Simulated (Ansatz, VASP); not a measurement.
Cd in VASP and in Ansatz

```
Cd
1.0
     2.97887    0.00000    0.00000
    -1.48944    2.57978    0.00000
     0.00000    0.00000    5.61765
Cd
2
Direct
  0.33333 0.66667 0.25000
  0.66667 0.33333 0.75000
```

Alike in both runs: task single point; functional PBE; k mesh 16 × 16 × 7; occupations fermi-dirac, width 0.05 eV; no spin polarisation.

|  | VASP | Ansatz |
| --- | --- | --- |
| version | VASP 6.6.1 | Ansatz 0.2.0 |
| potentials or method | VASP PAW PBE potentials, release 64 (Cd), cutoff 520 eV | all-electron LAPW, non-relativistic |

|  | VASP | Ansatz | Ansatz less VASP |
| --- | --- | --- | --- |
| pressure (GPa) | 3.2 | 6.3 | +3.07 |
| traceless stress, the component that is largest in VASP (GPa) | -0.92 | -3.19 | -2.271 |

Ansatz ran all-electron here, and VASP with PAW potentials.
